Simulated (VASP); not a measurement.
Write the native input for VASP 6.6.1 that does the following.

- Task: single point
- Functional: PBE
- Potentials or basis: VASP PAW PBE potentials, release 64 (Hf_pv, Nb_sv, N)
- Cutoff: 520 eV
- k mesh: 6 × 6 × 6
- Occupations: gaussian, width 0.1 eV
- Spin: no spin polarisation
- Dipole correction: no
- Further INCAR settings: ALGO = Normal; EDIFF = 1e-06; NBANDS = 30

The structure of Hf2NbN2 lies in POSCAR:

```
Hf2NbN2
1.0
   -2.4688460500      2.6970619800      2.7279882600
    2.4688460500     -2.6970619800      2.7279882600
    2.4688460500      2.6970619800     -2.7279882600
Hf Nb N
2 1 2
Direct
    0.0000000000      0.7686612900      0.7686612900
    0.0000000000      0.2313387100      0.2313387100
    0.5000000000      0.5000000000      0.0000000000
    0.5000000000      0.1722118100      0.6722118100
    0.5000000000      0.8277881900      0.3277881900
```

The cell was built from a structure type or drawn by symmetry, and may not be a known phase.

One way to write it, as run:

INCAR

```
SYSTEM = Hf2NbN2
PREC = Accurate ; ENCUT = 520
EDIFF = 1E-6 ; ISMEAR = 0
SIGMA = 0.1 ; LREAL = .False.
LASPH = .True. ; NELM = 80
ALGO = Normal ; ISIF = 2
LWAVE = .False. ; LCHARG = .False.
GGA = PE ; NBANDS = 30
```

KPOINTS

```
regular mesh
0
Gamma
  6 6 6
  0 0 0
```

Potentials or basis: VASP PAW PBE potentials, release 64 (Hf_pv, Nb_sv, N).

The run is started by

```sh
$ cat potpaw_PBE.64/Hf_pv/POTCAR potpaw_PBE.64/Nb_sv/POTCAR potpaw_PBE.64/N/POTCAR > POTCAR
$ mpirun -np 1 vasp_std > vasp.out
```

Results of the run:

The pressure is 46.7 GPa and the largest force is 17.335 eV/Å. The band gap on the k mesh is zero (an odd number of electrons rules out a gap without spin polarisation).

Caveat: the cell stands under pressure; spin-orbit coupling is left out, which moves the levels of the heavy elements; forces of over 1 eV/Å act on the atoms, so gaps and moduli don't describe the material at rest.

Wall time 120 s on 1 thread of Intel(R) Xeon(R) Platinum 8488C (Sapphire Rapids), with other jobs on the host, peak memory 0.26 GiB.
